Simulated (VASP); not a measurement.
# W (Pm-3n) in VASP: further runs

The runs below take W through single point, relaxation of cell and atoms, with r2SCAN.

All numbers are computed with VASP 6.6.1; they aren't measurements. Logs are shortened: lines on timing, memory, paths and dates and some standing lists are left out, and cuts for length are marked.

## Step 1: The cell of the first run

It takes space group Pm-3n (No. 223, cubic). Conventional cell: a = 5.053 Å, b = 5.053 Å, c = 5.053 Å, α = 90.00°, β = 90.00°, γ = 90.00°. W (site symmetry m-3) has 12 W at 2.82 Å within 3.7 Å. Within 3.3 Å of W (site symmetry -4m2) lie 14 W at 2.53 to 3.09 Å.

## Step 2: Single point, r2SCAN

POSCAR

```
W
1.0
    5.0532320444      0.0000000000      0.0000000000
    0.0000000000      5.0532320444      0.0000000000
    0.0000000000      0.0000000000      5.0532320444
W
8
Direct
    0.0000000000      0.0000000000      0.0000000000
    0.5000000000      0.5000000000      0.5000000000
    0.0000000000      0.5000000000      0.2500000000
    0.0000000000      0.5000000000      0.7500000000
    0.2500000000      0.0000000000      0.5000000000
    0.7500000000      0.0000000000      0.5000000000
    0.5000000000      0.7500000000      0.0000000000
    0.5000000000      0.2500000000      0.0000000000
```

INCAR.step1

```
SYSTEM = W
ALGO = Normal ; EDIFF = 1E-5
ENCUT = 550 ; GGA = PE
GGA_COMPAT = .False. ; ISMEAR = -1
LASPH = .True. ; LCHARG = .False.
LREAL = .False. ; LWAVE = .True.
NBANDS = 66 ; NELM = 120
PREC = Accurate ; SIGMA = 0.15
```

INCAR.step2

```
SYSTEM = W
ALGO = Normal ; EDIFF = 1E-6
ENCUT = 550 ; GGA_COMPAT = .False.
ISIF = 2 ; ISMEAR = -1
ISTART = 1 ; LASPH = .True.
LCHARG = .False. ; LMIXTAU = .True.
LREAL = .False. ; LWAVE = .False.
METAGGA = R2SCAN ; NBANDS = 66
NELM = 120 ; PREC = Accurate
SIGMA = 0.15
```

KPOINTS

```
k-points
0
Gamma
  5 5 5
  0 0 0
```

Potentials or basis: VASP PAW PBE potentials, release 64 (W_sv).

The run is started by

```
$ cat potpaw_PBE.64/W_sv/POTCAR > POTCAR
$ cp INCAR.step1 INCAR
$ mpirun -np 1 vasp_std > vasp.out
$ cp INCAR.step2 INCAR
$ mpirun -np 1 vasp_std > vasp.out
```

OUTCAR:

```text
SYSTEM = W
   EDIFF = 1E-6
   ENCUT = 550
   ISIF = 2
   ISMEAR = -1
   ISTART = 1
   LASPH = .True.
   LREAL = .False.
   METAGGA = R2SCAN
   NELM = 120
   PREC = Accurate

 ion  position               nearest neighbor table
   1  0.000  0.000  0.000-   3 2.82   4 2.82   5 2.82   6 2.82   7 2.82   8 2.82   5 2.82   6 2.82
                             3 2.82   4 2.82   7 2.82   8 2.82
   2  0.500  0.500  0.500-   3 2.82   4 2.82   5 2.82   6 2.82   7 2.82   8 2.82   7 2.82   8 2.82
                             5 2.82   6 2.82   3 2.82   4 2.82
   3  0.000  0.500  0.250-   4 2.53   4 2.53   1 2.82   2 2.82   1 2.82   2 2.82   8 3.09   5 3.09
                             6 3.09   5 3.09   6 3.09   7 3.09   7 3.09   8 3.09
   4  0.000  0.500  0.750-   3 2.53   3 2.53   1 2.82   2 2.82   1 2.82   2 2.82   8 3.09   5 3.09
                             6 3.09   5 3.09   6 3.09   7 3.09   7 3.09   8 3.09
   5  0.250  0.000  0.500-   6 2.53   6 2.53   1 2.82   1 2.82   2 2.82   2 2.82   8 3.09   4 3.09
                             7 3.09   8 3.09   3 3.09   3 3.09   4 3.09   7 3.09
   6  0.750  0.000  0.500-   5 2.53   5 2.53   1 2.82   1 2.82   2 2.82   2 2.82   8 3.09   4 3.09
                             7 3.09   8 3.09   3 3.09   3 3.09   4 3.09   7 3.09
   7  0.500  0.750  0.000-   8 2.53   8 2.53   1 2.82   2 2.82   2 2.82   1 2.82   3 3.09   4 3.09
                             5 3.09   6 3.09   5 3.09   6 3.09   3 3.09   4 3.09
   8  0.500  0.250  0.000-   7 2.53   7 2.53   1 2.82   2 2.82   2 2.82   1 2.82   3 3.09   4 3.09
                             5 3.09   6 3.09   5 3.09   6 3.09   3 3.09   4 3.09

  LATTYP: Found a simple cubic cell.
 ALAT       =     5.0532320444

  Lattice vectors:

 A1 = (   5.0532320444,   0.0000000000,   0.0000000000)
 A2 = (   0.0000000000,   5.0532320444,   0.0000000000)
 A3 = (   0.0000000000,   0.0000000000,   5.0532320444)

Analysis of symmetry for initial positions (statically):
=====================================================================
 Subroutine PRICEL returns:
 Original cell was already a primitive cell.

 Routine SETGRP: Setting up the symmetry group for a
 simple cubic supercell.

 Subroutine GETGRP returns: Found 48 space group operations
 (whereof 24 operations were pure point group operations)
 out of a pool of 48 trial point group operations.

The static configuration has the point symmetry T_h .
 The point group associated with its full space group is O_h .

Analysis of symmetry for dynamics (positions and initial velocities):
=====================================================================
 Subroutine PRICEL returns:
 Original cell was already a primitive cell.

 Routine SETGRP: Setting up the symmetry group for a
 simple cubic supercell.

 Subroutine GETGRP returns: Found 48 space group operations
 (whereof 24 operations were pure point group operations)
 out of a pool of 48 trial point group operations.

The dynamic configuration has the point symmetry T_h .
 The point group associated with its full space group is O_h .

 Subroutine INISYM returns: Found 48 space group operations
 (whereof 24 operations are pure point group operations),
 and found     1 'primitive' translations

----------------------------------------------------------------------------------------

                                     Primitive cell

  volume of cell :     129.0351

  direct lattice vectors                    reciprocal lattice vectors
     5.053232044  0.000000000  0.000000000     0.197893149  0.000000000  0.000000000
     0.000000000  5.053232044  0.000000000     0.000000000  0.197893149  0.000000000
     0.000000000  0.000000000  5.053232044     0.000000000  0.000000000  0.197893149

  length of vectors
     5.053232044  5.053232044  5.053232044     0.197893149  0.197893149  0.197893149

  position of ions in fractional coordinates (direct lattice)
     0.000000000  0.000000000  0.000000000
     0.500000000  0.500000000  0.500000000
     0.000000000  0.500000000  0.250000000
     0.000000000  0.500000000  0.750000000
     0.250000000  0.000000000  0.500000000
     0.750000000  0.000000000  0.500000000
     0.500000000  0.750000000  0.000000000
     0.500000000  0.250000000  0.000000000

  ion indices of the primitive-cell ions
   primitive index   ion index
                 1           1
                 2           2
                 3           3
                 4           4
                 5           5
                 6           6
                 7           7
                 8           8

----------------------------------------------------------------------------------------

 KPOINTS: k-points

Automatic generation of k-mesh.
 Grid dimensions read from file:
 generate k-points for:    5    5    5

 Generating k-lattice:

  Cartesian coordinates                     Fractional coordinates (reciprocal lattice)
     0.039578630  0.000000000  0.000000000     0.200000000  0.000000000  0.000000000
     0.000000000  0.039578630  0.000000000     0.000000000  0.200000000  0.000000000
     0.000000000  0.000000000  0.039578630     0.000000000  0.000000000  0.200000000

  Length of vectors
     0.039578630  0.039578630  0.039578630

  Shift w.r.t. Gamma in fractional coordinates (k-lattice)
     0.000000000  0.000000000  0.000000000

 Subroutine IBZKPT returns following result:
 ===========================================

 Found     10 irreducible k-points:

 Following reciprocal coordinates:
            Coordinates               Weight
  0.000000  0.000000  0.000000      1.000000
  0.200000  0.000000  0.000000      6.000000
  0.400000  0.000000  0.000000      6.000000
  0.200000  0.200000  0.000000     12.000000
  0.400000  0.200000  0.000000     24.000000
  0.400000  0.400000  0.000000     12.000000
  0.200000  0.200000  0.200000      8.000000
  0.400000  0.200000  0.200000     24.000000
  0.400000  0.400000  0.200000     24.000000
  0.400000  0.400000  0.400000      8.000000
   k-points           NKPTS =     10   k-points in BZ     NKDIM =     10   number of bands    NBANDS=     66
   number of dos      NEDOS =    301   number of ions     NIONS =      8
   total plane-waves  NPLWV =  64000
   dimension x,y,z NGX =    40 NGY =   40 NGZ =   40
   dimension x,y,z NGXF=    80 NGYF=   80 NGZF=   80
   ions per type =               8
   NGX,Y,Z   is equivalent  to a cutoff of  13.16, 13.16, 13.16 a.u.
   NGXF,Y,Z  is equivalent  to a cutoff of  26.32, 26.32, 26.32 a.u.
 SYSTEM =  W
   PREC   = accura    normal or accurate (medium, high low for compatibility)
   ISTART =      1    job   : 0-new  1-cont  2-samecut
   ICHARG =      0    charge: 1-file 2-atom 10-const
   ISPIN  =      1    spin polarized calculation?
   LNONCOLLINEAR =      F non collinear calculations
   LSORBIT =      F    spin-orbit coupling
   LASPH  =      T    aspherical Exc in radial PAW
   ENCUT  =  550.0 eV  40.42 Ry    6.36 a.u.   9.66  9.66  9.66*2*pi/ulx,y,z
   NELM   =    120;   NELMIN=  2; NELMDL=  0     # of ELM steps
   EDIFF  = 0.1E-05   stopping-criterion for ELM
   LREAL  =      F    real-space projection
   EDIFFG = 0.1E-04   stopping-criterion for IOM
   NSW    =      0    number of steps for IOM
   IBRION =     -1    ionic relax: 0-MD 1-quasi-New 2-CG
   NFREE  =      0    steps in history (QN), initial steepest desc. (CG)
   ISIF   =      2    stress and relaxation
   ISYM   =      2    0-nonsym 1-usesym 2-fastsym
   POTIM  = 0.5000    time-step for ionic-motion
   TEBEG  =    0.0;   TEEND  =   0.0 temperature during run
   PSTRESS=    0.0 pullay stress
   NELECT =     112.0000    total number of electrons
   NUPDOWN=      -1.0000    fix difference up-down
   EMIN   =  10.00;   EMAX   =-10.00  energy-range for DOS
   EFERMI =   0.00;   METHOD = LEGACY
   ISMEAR =    -1;   SIGMA  =   0.15  broadening in eV -4-tet -1-fermi 0-gaus
   EFERMI_NEDOS =   21; number of points for ismear=-14 and -15
   IALGO  =     38    algorithm
   IMIX   =      4    mixing-type and parameters
     AMIX     =   0.40;   BMIX     =  1.00
     AMIX_MAG =   1.60;   BMIX_MAG =  1.00
  volume/ion in A,a.u.               =      16.13       108.85
  Fermi-wavevector in a.u.,A,eV,Ry     =   1.561630  2.951054 33.180386  2.438690
  Thomas-Fermi vector in A             =   2.664668
   LORBIT       =      0    0 simple, 1 ext, 2 COOP (PROOUT), +10 PAW based schemes
   METAGGA = R2SCAN    functional components
   LHFCALC =     F    Hartree Fock is set to
   AEXX    =    0.0000 exact exchange contribution
   IVDW    =     0    specifies the selected vdW correction
   LEPSILON=     F    determine dielectric tensor
   LRPA    =     F    only Hartree local field effects (RPA)
 non-spin polarized calculation
  energy-cutoff  :      550.00
  volume of cell :      129.04
 maximum number of plane-waves:      3807
 NGX is ok and might be reduce to    40
   NGX = 19   NGY = 19   NGZ = 19

 number of electron     111.9999965 magnetization

 Free energy of the ion-electron system (eV)
  ---------------------------------------------------
  ext. energy  EPLUGINS =         0.00000000
  ---------------------------------------------------
  free energy    TOTEN  =      -410.03936367 eV

  energy without entropy =     -409.80134731  energy(sigma->0) =     -409.92035549

 E-fermi :  10.7803     XC(G=0): -14.8283

 val. band max:       10.5753174128   @ k =   0.4000   0.2000   0.0000
 cond. band min:      10.7909148124   @ k =   0.2000   0.0000   0.0000
 fundamental gap:      0.2155973996
 Fermi energy:        10.7802530083

 k-point     1 :       0.0000    0.0000    0.0000
  band No.  band energies     occupation
      1     -65.1342      2.00000
      2     -65.0788      2.00000
      3     -65.0788      2.00000
      4     -64.9202      2.00000
      5     -64.9202      2.00000
      6     -64.9202      2.00000
[... 58 lines left out ...]
     65      12.7118      0.00001
     66      14.0859      0.00000

 k-point     2 :       0.2000    0.0000    0.0000
  band No.  band energies     occupation
      1     -65.1249      2.00000
      2     -65.0818      2.00000
      3     -65.0672      2.00000
      4     -64.9375      2.00000
      5     -64.9202      2.00000
      6     -64.9202      2.00000
[... 610 lines left out ...]
     65      13.6238      0.00000
     66      13.6246      0.00000

------------------------ aborting loop because EDIFF is reached ----------------------------------------

  FORCE on cell =-STRESS in cart. coord.  units (eV):
  Direction    XX          YY          ZZ          XY          YZ          ZX
  --------------------------------------------------------------------------------------
  -------------------------------------------------------------------------------------
  Total        1.0030462      1.0030462      1.0030462      0.0000000      0.0000000      0.0000000
  in kB       12.4544283     12.4544283     12.4544283      0.0000000      0.0000000      0.0000000
  external PRESSURE =      12.4544283 kB  Pullay stress =       0.0000000 kB

 VOLUME and BASIS-vectors are now :
 -----------------------------------------------------------------------------
  energy-cutoff  :      550.00
  volume of cell :      129.04
      direct lattice vectors                 reciprocal lattice vectors
     5.053232044  0.000000000  0.000000000     0.197893149  0.000000000  0.000000000
     0.000000000  5.053232044  0.000000000     0.000000000  0.197893149  0.000000000
     0.000000000  0.000000000  5.053232044     0.000000000  0.000000000  0.197893149

 POSITION                                       TOTAL-FORCE (eV/Angst)
 -----------------------------------------------------------------------------------
      0.00000      0.00000      0.00000        -0.000000     -0.000000      0.000000
      2.52662      2.52662      2.52662        -0.000000     -0.000000      0.000000
      0.00000      2.52662      1.26331         0.000000      0.000000     -0.000000
      0.00000      2.52662      3.78992        -0.000000      0.000000      0.000000
      1.26331      0.00000      2.52662         0.000000      0.000000     -0.000000
      3.78992      0.00000      2.52662        -0.000000      0.000000      0.000000
      2.52662      3.78992      0.00000        -0.000000     -0.000000     -0.000000
      2.52662      1.26331      0.00000         0.000000      0.000000      0.000000
 -----------------------------------------------------------------------------------
    total drift:                               -0.000000     -0.000000      0.000000

  FREE ENERGIE OF THE ION-ELECTRON SYSTEM (eV)
  ---------------------------------------------------
  free  energy   TOTEN  =      -410.0393636727 eV

  energy  without entropy=     -409.8013473129  energy(sigma->0) =     -409.92035549
```

Wall time 4.8 min (1 thread of Oxide Virtual Turin-like, shared host); peak memory 0.25 GiB.

Results:

```yaml
Free_energy: -410.0394 eV
Pressure: 1.2 GPa
Band_gap_on_the_k_mesh: zero (bands 56 and 57 overlap by 0.47 eV)
```

Caveat: the PAW data sets were made with another functional, which shifts forces and pressure a little; spin-orbit coupling is left out, which moves the levels of the heavy elements.

(Continued in part 2 of 2.)

The gap in the log of VASP goes by the Fermi energy; the results here count the filled bands.